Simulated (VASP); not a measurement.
# P (R-3m) in VASP: notebook

Runs on P. Level: PBE. Tasks: single point, relaxation of cell and atoms.

All numbers are computed with VASP 6.6.1; they aren't measurements. Logs are shortened: lines on timing, memory, paths and dates and some standing lists are left out, and cuts for length are marked.

## Step 1: The cell of the first run

The structure is trigonal, space group R-3m (No. 166). The conventional cell has a = 9.560 Å, b = 9.560 Å, c = 3.341 Å, α = 90.00°, β = 90.00°, γ = 120.00°. Within 2.7 Å of P (site symmetry m) lie 4 P at 2.06 to 2.22 Å.

The cell was built from a structure type or drawn by symmetry, and may not be a known phase.

## Step 2: Single point, PBE

Contents of INCAR:

```
PREC = Accurate ; ENCUT = 520
EDIFF = 1E-6 ; ISMEAR = 0
SIGMA = 0.1 ; LREAL = F
LASPH = T ; NELM = 100
ALGO = Normal ; ISIF = 2
LWAVE = F ; LCHARG = F
GGA = PE ; NBANDS = 24
```

Contents of KPOINTS:

```
Automatic mesh
0
Gamma
  6 6 6
```

Contents of POSCAR:

```
P
1.0
    4.7801417400      2.7598161200      1.1136863500
   -4.7801417400      2.7598161200      1.1136863500
    0.0000000000     -5.5196322400      1.1136863500
P
6
Direct
    0.8062090300      0.1851480000      0.8062090300
    0.1937909700      0.1937909700      0.8148520000
    0.1851480000      0.8062090300      0.8062090300
    0.8148520000      0.1937909700      0.1937909700
    0.8062090300      0.8062090300      0.1851480000
    0.1937909700      0.8148520000      0.1937909700
```

Potentials or basis: VASP PAW PBE potentials, release 64 (P).

Launch:

```console
$ cat potpaw_PBE.64/P/POTCAR > POTCAR
$ mpirun -np 1 vasp_std > vasp.out
```

OUTCAR:

```text
PREC = Accurate
   ENCUT = 520
   EDIFF = 1E-6
   ISMEAR = 0
   LREAL = F
   LASPH = T
   NELM = 100
   ISIF = 2
   GGA = PE

 ion  position               nearest neighbor table
   1  0.806  0.185  0.806-   6 2.06   4 2.14   2 2.14   6 2.22
   2  0.194  0.194  0.815-   5 2.06   3 2.14   1 2.14   5 2.22
   3  0.185  0.806  0.806-   4 2.06   6 2.14   2 2.14   4 2.22
   4  0.815  0.194  0.194-   3 2.06   1 2.14   5 2.14   3 2.22
   5  0.806  0.806  0.185-   2 2.06   4 2.14   6 2.14   2 2.22
   6  0.194  0.815  0.194-   1 2.06   3 2.14   5 2.14   1 2.22

  LATTYP: Found a trigonal (rhomboedric) cell.
 ALAT       =     5.6308647077
 COS(alpha) =    -0.4413231398

  Lattice vectors:

 A1 = (   4.7801417400,   2.7598161200,   1.1136863500)
 A2 = (  -4.7801417400,   2.7598161200,   1.1136863500)
 A3 = (   0.0000000000,  -5.5196322400,   1.1136863500)

Analysis of symmetry for initial positions (statically):
=====================================================================
 Subroutine PRICEL returns:
 Original cell was already a primitive cell.

 Routine SETGRP: Setting up the symmetry group for a
 trigonal (rhombohedral) supercell.

 Subroutine GETGRP returns: Found 12 space group operations
 (whereof 12 operations were pure point group operations)
 out of a pool of 12 trial point group operations.

The static configuration has the point symmetry D_3d.

Analysis of symmetry for dynamics (positions and initial velocities):
=====================================================================
 Subroutine PRICEL returns:
 Original cell was already a primitive cell.

 Routine SETGRP: Setting up the symmetry group for a
 trigonal (rhombohedral) supercell.

 Subroutine GETGRP returns: Found 12 space group operations
 (whereof 12 operations were pure point group operations)
 out of a pool of 12 trial point group operations.

The dynamic configuration has the point symmetry D_3d.

 Subroutine INISYM returns: Found 12 space group operations
 (whereof 12 operations are pure point group operations),
 and found     1 'primitive' translations

----------------------------------------------------------------------------------------

                                     Primitive cell

  volume of cell :      88.1526

  direct lattice vectors                    reciprocal lattice vectors
     4.780141740  2.759816120  1.113686350     0.104599409  0.060390497  0.299306293
    -4.780141740  2.759816120  1.113686350    -0.104599409  0.060390497  0.299306293
     0.000000000 -5.519632240  1.113686350     0.000000000 -0.120780994  0.299306293

  length of vectors
     5.630864708  5.630864708  5.630864707     0.322757348  0.322757348  0.322757348

  position of ions in fractional coordinates (direct lattice)
     0.806209030  0.185148000  0.806209030
     0.193790970  0.193790970  0.814852000
     0.185148000  0.806209030  0.806209030
     0.814852000  0.193790970  0.193790970
     0.806209030  0.806209030  0.185148000
     0.193790970  0.814852000  0.193790970

  ion indices of the primitive-cell ions
   primitive index   ion index
                 1           1
                 2           2
                 3           3
                 4           4
                 5           5
                 6           6

----------------------------------------------------------------------------------------

 KPOINTS: Automatic mesh

Automatic generation of k-mesh.
 Grid dimensions read from file:
 generate k-points for:    6    6    6

 Generating k-lattice:

  Cartesian coordinates                     Fractional coordinates (reciprocal lattice)
     0.017433235  0.010065083  0.049884382     0.166666667  0.000000000  0.000000000
    -0.017433235  0.010065083  0.049884382     0.000000000  0.166666667  0.000000000
     0.000000000 -0.020130166  0.049884382     0.000000000  0.000000000  0.166666667

  Length of vectors
     0.053792891  0.053792891  0.053792891

  Shift w.r.t. Gamma in fractional coordinates (k-lattice)
     0.000000000  0.000000000  0.000000000

[... 44 lines left out ...]

 number of electron      30.0000003 magnetization

 Free energy of the ion-electron system (eV)
  ---------------------------------------------------
  ext. energy  EPLUGINS =         0.00000000
  ---------------------------------------------------
  free energy    TOTEN  =       -27.51020247 eV

  energy without entropy =      -27.49578358  energy(sigma->0) =      -27.50299303

 E-fermi :  10.0619     XC(G=0): -10.9902

 val. band max:       10.0403312670   @ k =   0.3333   0.1667   0.1667
 cond. band min:      10.0741888873   @ k =   0.3333   0.1667   0.0000
 fundamental gap:      0.0338576203
 Fermi energy:        10.0618666218

 k-point     1 :       0.0000    0.0000    0.0000
  band No.  band energies     occupation
      1      -8.1721      2.00000
      2      -4.1283      2.00000
      3      -4.1283      2.00000
      4      -2.0481      2.00000
      5      -2.0481      2.00000
      6      -0.1640      2.00000
[... 16 lines left out ...]
     23      14.9860      0.00000
     24      14.9880      0.00000

 k-point     2 :       0.1667    0.0000   -0.0000
  band No.  band energies     occupation
      1      -7.8204      2.00000
      2      -4.0304      2.00000
      3      -3.9758      2.00000
      4      -1.9245      2.00000
      5      -1.8801      2.00000
      6       0.3101      2.00000
[... 16 lines left out ...]
     23      14.3518      0.00000
     24      14.7894      0.00000

 k-point     3 :       0.3333    0.0000   -0.0000
  band No.  band energies     occupation
      1      -6.8150      2.00000
      2      -3.9454      2.00000
      3      -3.6098      2.00000
      4      -1.9518      2.00000
      5      -1.7138      2.00000
      6       0.8977      2.00000
[... 16 lines left out ...]
     23      14.9717      0.00000
     24      15.9707      0.00000
[... 514 lines left out ...]
 k-point    23 :       0.5000    0.5000    0.1667
  band No.  band energies     occupation
      1      -6.8015      2.00000
      2      -6.1741      2.00000
      3      -4.6927      2.00000
      4      -1.7059      2.00000
      5       0.7435      2.00000
      6       0.9467      2.00000
[... 16 lines left out ...]
     23      14.7757      0.00000
     24      14.8569      0.00000

 k-point    24 :      -0.3333    0.5000    0.1667
  band No.  band energies     occupation
      1      -6.1615      2.00000
      2      -5.2369      2.00000
      3      -3.8532      2.00000
      4      -2.1768      2.00000
      5      -0.6556      2.00000
      6       0.1952      2.00000
[... 16 lines left out ...]
     23      15.4899      0.00000
     24      15.8300      0.00000

 [... further k-points ...]

------------------------ aborting loop because EDIFF is reached ----------------------------------------

  FORCE on cell =-STRESS in cart. coord.  units (eV):
  Direction    XX          YY          ZZ          XY          YZ          ZX
  --------------------------------------------------------------------------------------
  -------------------------------------------------------------------------------------
  Total       15.5110132     15.5110132     15.2046329      0.0000000      0.0000000      0.0000000
  in kB      281.9133757    281.9133756    276.3448994      0.0000000      0.0000000      0.0000000
  external PRESSURE =     280.0572169 kB  Pullay stress =       0.0000000 kB

 VOLUME and BASIS-vectors are now :
 -----------------------------------------------------------------------------
  energy-cutoff  :      520.00
  volume of cell :       88.15
      direct lattice vectors                 reciprocal lattice vectors
     4.780141740  2.759816120  1.113686350     0.104599409  0.060390497  0.299306293
    -4.780141740  2.759816120  1.113686350    -0.104599409  0.060390497  0.299306293
     0.000000000 -5.519632240  1.113686350     0.000000000 -0.120780994  0.299306293

 POSITION                                       TOTAL-FORCE (eV/Angst)
 -----------------------------------------------------------------------------------
      2.96876     -1.71401      2.00192         0.784613     -0.452997     -1.789894
      0.00000     -3.42803      1.33913         0.000000     -0.905993      1.789894
     -2.96876     -1.71401      2.00192        -0.784613     -0.452997     -1.789894
      2.96876      1.71401      1.33913         0.784613      0.452997      1.789894
      0.00000      3.42803      2.00192         0.000000      0.905993     -1.789894
     -2.96876      1.71401      1.33913        -0.784613      0.452997      1.789894
 -----------------------------------------------------------------------------------
    total drift:                                0.000000      0.000000     -0.000000

  FREE ENERGIE OF THE ION-ELECTRON SYSTEM (eV)
  ---------------------------------------------------
  free  energy   TOTEN  =       -27.5102024734 eV

  energy  without entropy=      -27.4957835816  energy(sigma->0) =      -27.50299303
```

Run time: 2.5 min. Hardware: 1 thread of Oxide Virtual Turin-like, shared host; peak memory 0.21 GiB.

What came out:

| Item | Value |
| --- | --- |
| Free energy | -27.5102 eV |
| Pressure | 28.0 GPa |
| Largest force | 2.006 eV/Å |
| Band gap on the k mesh | zero (bands 15 and 16 overlap by 1.24 eV) |

Forces in eV/Å, atoms in the order of the input:
```
P    0.785 -0.453 -1.790
P    0.000 -0.906  1.790
P   -0.785 -0.453 -1.790
P    0.785  0.453  1.790
P    0.000  0.906 -1.790
P   -0.785  0.453  1.790
```

Stress tensor (GPa, compression positive):
```
28.19  0.00  0.00
 0.00 28.19  0.00
 0.00  0.00 27.63
```

Caveat: the cell stands under pressure; forces of over 1 eV/Å act on the atoms, so gaps and moduli don't describe the material at rest.

## Step 3: Single point, PBE

This run uses another cell than the first one, of 23.63 Å³/atom.

Contents of INCAR:

```
SYSTEM = P
PREC     = Accurate       ! precision mode
ENCUT    = 520            ! plane-wave cutoff, eV
EDIFF    = 1E-6           ! SCF threshold, eV
ISMEAR   = 0              ! smearing method
SIGMA    = 0.1            ! smearing width, eV
LREAL    = .False.        ! projectors in reciprocal space
LASPH    = .True.         ! aspherical terms in the spheres
NELM     = 60             ! most SCF steps
ALGO     = Normal         ! electronic algorithm
ISIF     = 2              ! what is computed and relaxed
LWAVE    = .False.        ! write WAVECAR
LCHARG   = .False.        ! write CHGCAR
GGA      = PE             ! functional
NBANDS   = 24             ! bands
```

Contents of KPOINTS:

```
regular mesh
0
Gamma
  6 6 6
  0 0 0
```

Contents of POSCAR:

```
P
1.0
    6.1896246823      3.5735814765      1.0682834016
   -6.1896246823      3.5735814765      1.0682834016
    0.0000000000     -7.1471629531      1.0682834016
P
6
Direct
    0.7877032767      0.1854125356      0.7877032767
    0.2122967233      0.2122967233      0.8145874644
    0.1854125356      0.7877032767      0.7877032767
    0.8145874644      0.2122967233      0.2122967233
    0.7877032767      0.7877032767      0.1854125356
    0.2122967233      0.8145874644      0.2122967233
```

Potentials or basis: VASP PAW PBE potentials, release 64 (P).

Launch:

```console
$ cat potpaw_PBE.64/P/POTCAR > POTCAR
$ mpirun -np 1 vasp_std > vasp.out
```

Run time: 5.3 min. Hardware: 1 thread of Oxide Virtual Turin-like, shared host; peak memory 0.37 GiB.

The run converged. Its results:

| Item | Value |
| --- | --- |
| Free energy | -30.5849 eV |
| Pressure | -0.1 GPa |
| Largest force | 0.068 eV/Å |
| Band gap on the k mesh | zero (bands 15 and 16 overlap by 0.89 eV) |

Forces in eV/Å, atoms in the order of the input:
```
P   -0.059  0.034  0.000
P    0.000  0.068  0.000
P    0.059  0.034  0.000
P   -0.059 -0.034  0.000
P    0.000 -0.068  0.000
P    0.059 -0.034  0.000
```

Stress tensor (GPa, compression positive):
```
-0.09  0.00  0.00
 0.00 -0.09  0.00
 0.00  0.00 -0.25
```

Levels at points of the mesh, in eV from the Fermi level:
```tsv
k point	band 11	band 12	band 13	band 14	band 15	band 16	band 17	band 18	band 19	band 20
(0.00, 0.00, 0.00)	-1.92	-1.75	-1.75	-1.48	-1.48	2.03	2.03	2.32	2.32	2.78
(0.50, 0.00, 0.00)	-3.06	-3.02	-1.96	-1.81	-0.40	0.72	0.96	1.13	1.92	2.25
(0.50, 0.50, 0.00)	-2.16	-2.05	-2.02	-1.09	0.00	0.85	2.30	2.61	2.64	2.84
(0.50, 0.50, 0.50)	-3.68	-3.40	-1.79	-0.88	-0.88	-0.64	-0.64	2.01	2.87	2.87
```

## Step 4: Relaxation of cell and atoms, PBE

Contents of INCAR:

```
PREC = Accurate
ENCUT = 600
EDIFF = 1E-7
ISMEAR = 0
SIGMA = 0.1
LREAL = False
LASPH = True
NELM = 60
ALGO = Normal
ISIF = 3
LWAVE = False
LCHARG = False
GGA = PE
IBRION = 2
NSW = 90
EDIFFG = -0.04
```

Contents of KPOINTS:

```
Automatic mesh
0
Gamma
  6 6 6
```

Contents of POSCAR:

```
P
1.0
    4.7801417400      2.7598161200      1.1136863500
   -4.7801417400      2.7598161200      1.1136863500
    0.0000000000     -5.5196322400      1.1136863500
P
6
Direct
    0.8062090300      0.1851480000      0.8062090300
    0.1937909700      0.1937909700      0.8148520000
    0.1851480000      0.8062090300      0.8062090300
    0.8148520000      0.1937909700      0.1937909700
    0.8062090300      0.8062090300      0.1851480000
    0.1937909700      0.8148520000      0.1937909700
```

Launch:

```console
$ cat potpaw_PBE.64/P/POTCAR > POTCAR
$ mpirun -np 1 vasp_std > vasp.out
```

Run time: 44 min. Hardware: 1 thread of Oxide Virtual Turin-like, shared host; peak memory 0.31 GiB.

It converged, with:

```yaml
Free_energy: -30.5770 eV
Relaxed_volume: 23.78 Å³/atom
Relaxed_cell: a = 7.255 Å, b = 7.255 Å, c = 7.255 Å, α = 117.88°, β = 117.88°, γ = 117.88°
Space_group_after_relaxing_to_0.1_Å: R-3m (No. 166)
Energy_gained_by_relaxing: 510.7 meV/atom
Ionic_steps: 30
Pressure_after_relaxing: 0.0 GPa
Largest_force_after_relaxing: 0.019 eV/Å
Band_gap_on_the_k_mesh: zero (bands 15 and 16 overlap by 0.87 eV)
```

Forces in eV/Å, atoms in the order of the input:
```
P   -0.009  0.005  0.016
P    0.000  0.010 -0.016
P    0.009  0.005  0.016
P   -0.009 -0.005 -0.016
P    0.000 -0.010  0.016
P    0.009 -0.005 -0.016
```

Stress tensor (GPa, compression positive):
```
-0.05  0.00  0.00
 0.00 -0.05  0.00
 0.00  0.00  0.07
```

Step by step:
```tsv
step	energy change (eV)	largest force (eV/Å)	pressure (GPa)	volume (Å³)
1	0.0000	2.0054	28.02	88.15
2	-1.8250	0.6559	-4.35	125.16
3	-2.0472	0.2325	1.14	112.62
4	-2.0493	0.2777	0.49	113.84
5	-2.0491	0.2569	0.78	113.28
6	-2.0952	0.2320	0.44	114.56
7	-2.2028	0.2192	0.25	118.35
8	-2.4776	1.0076	1.43	125.62
9	-0.8381	6.2974	14.01	138.70
10	-2.5592	1.1474	2.00	126.99
11	-2.5659	1.5106	3.00	129.03
12	-2.5726	1.5231	3.03	129.34
13	-2.5901	1.5677	3.12	130.27
14	-2.6113	1.7120	3.34	132.13
15	-2.5813	2.1140	4.03	135.80
16	-2.6129	1.8086	3.47	133.05
17	-2.6459	1.7273	3.21	133.49
18	-2.7350	1.4956	2.47	134.81
19	-2.8722	1.0804	1.16	137.46
20	-2.9976	0.5624	-1.02	142.81
21	-3.0006	0.5668	-1.34	143.70
22	-3.0196	0.4872	-1.05	143.34
23	-3.0552	0.2211	-0.08	142.26
24	-3.0089	0.4768	2.32	140.09
25	-3.0594	0.1028	0.37	141.80
26	-3.0595	0.0853	0.44	141.73
27	-3.0621	0.0522	0.27	142.06
28	-3.0640	0.0552	-0.12	142.85
29	-3.0641	0.0424	-0.04	142.69
30	-3.0643	0.0193	-0.01	142.67
```

Final structure:
```
P
1.0
     6.21517    3.58833    1.06616
    -6.21517    3.58833    1.06616
     0.00000   -7.17666    1.06616
P
6
Direct
  0.78723 0.18559 0.78723
  0.21277 0.21277 0.81441
  0.18559 0.78723 0.78723
  0.81441 0.21277 0.21277
  0.78723 0.78723 0.18559
  0.21277 0.81441 0.21277
```

Levels at points of the mesh, in eV from the Fermi level:
| k point | band 12 | band 13 | band 14 | band 15 | band 16 | band 17 | band 18 | band 19 |
| --- | --- | --- | --- | --- | --- | --- | --- | --- |
| (0.00, 0.00, 0.00) | -1.70 | -1.70 | -1.53 | -1.53 | 2.02 | 2.02 | 2.38 | 2.38 |
| (0.50, 0.00, 0.00) | -2.99 | -1.93 | -1.83 | -0.40 | 0.71 | 0.94 | 1.11 | 1.98 |
| (0.50, 0.50, 0.00) | -2.08 | -2.00 | -1.08 | -0.01 | 0.87 | 2.35 | 2.65 | 2.67 |
| (0.50, 0.50, 0.50) | -3.37 | -1.74 | -0.87 | -0.87 | -0.63 | -0.63 | 1.97 | 2.90 |

Caveat: the volume moved by over 15 % at a fixed basis, so the end points are rough.

## Step 5: Single point, PBE

This run uses another cell than the first one, of 23.46 Å³/atom.

Contents of INCAR:

```
ALGO = Normal
EDIFF = 1E-6
ENCUT = 520
GGA = PE
ISIF = 2
ISMEAR = 0
LASPH = T
LCHARG = F
LREAL = F
LWAVE = F
NBANDS = 24
NELM = 80
PREC = Accurate
SIGMA = 0.1
```

Contents of KPOINTS:

```
k-points
0
Gamma
  12 12 12
```

Contents of POSCAR:

```
P
1.0
    6.1682017141      3.5612129200      1.0681688385
   -6.1682017141      3.5612129200      1.0681688385
    0.0000000000     -7.1224258401      1.0681688383
P
6
Direct
    0.7872690735      0.1844958351      0.7872690735
    0.2127309265      0.2127309265      0.8155041649
    0.1844958351      0.7872690735      0.7872690735
    0.8155041649      0.2127309265      0.2127309265
    0.7872690735      0.7872690735      0.1844958351
    0.2127309265      0.8155041649      0.2127309265
```

Launch:

```console
$ cat potpaw_PBE.64/P/POTCAR > POTCAR
$ mpirun -np 1 vasp_std > vasp.out
```

Run time: 31 min. Hardware: 1 thread of Oxide Virtual Turin-like, shared host; peak memory 0.64 GiB.

Results (log left out):

| Item | Value |
| --- | --- |
| Free energy | -30.6294 eV |
| Pressure | -0.2 GPa |
| Largest force | 0.076 eV/Å |
| Band gap on the k mesh | zero (bands 15 and 16 overlap by 0.95 eV) |

Forces on the atoms (eV/Å):
```
P   -0.066  0.038 -0.001
P    0.000  0.076  0.001
P    0.066  0.038 -0.001
P   -0.066 -0.038  0.001
P    0.000 -0.076 -0.001
P    0.066 -0.038  0.001
```

Stress tensor (GPa, compression positive):
```
-0.17  0.00  0.00
 0.00 -0.17  0.00
 0.00  0.00 -0.29
```

Levels at points of the mesh, in eV from the Fermi level:
```csv
k point,band 12,band 13,band 14,band 15,band 16,band 17,band 18,band 19
"(0.00, 0.00, 0.00)",-1.78,-1.78,-1.45,-1.45,2.04,2.04,2.30,2.30
"(0.50, 0.00, 0.00)",-3.05,-1.98,-1.81,-0.40,0.75,0.97,1.14,1.87
"(0.50, 0.50, 0.00)",-2.03,-2.03,-1.11,0.00,0.83,2.28,2.60,2.64
"(0.50, 0.50, 0.50)",-3.44,-1.83,-0.86,-0.86,-0.66,-0.66,2.06,2.82
```

## Step 6: Summary

| task | cell | k mesh | cutoff (eV) | gap on the mesh (eV) | pressure (GPa) | largest force (eV/Å) |
| --- | --- | --- | --- | --- | --- | --- |
| single point | a = 5.631 Å, angles 116.2°, 6 atoms, atomic positions A | 6 × 6 × 6 | 520 | none | 28.0 | 2.01 |
| single point | a = 7.227 Å, angles 117.9°, 6 atoms, atomic positions B | 6 × 6 × 6 | 520 | none | -0.1 | 0.07 |
| relaxation of cell and atoms | relaxed from a = 5.631 Å, angles 116.2°, 6 atoms, atomic positions A | 6 × 6 × 6 | 600 | none | 0.0 | 0.02 |
| single point | a = 7.202 Å, angles 117.8°, 6 atoms, atomic positions B | 12 × 12 × 12 | 520 | none | -0.2 | 0.08 |

Alike in all rows: level PBE; potentials or basis VASP PAW PBE potentials, release 64 (P); no spin polarisation; smearing gaussian 0.1 eV.

Caveats: the cell stands under pressure (at least some runs); forces of over 1 eV/Å act on the atoms, so gaps and moduli don't describe the material at rest (at least some runs); the volume moved by over 15 % at a fixed basis, so the end points are rough (at least some runs).

Total energies depend on the potentials used, so only differences within one code and one set of settings carry meaning.
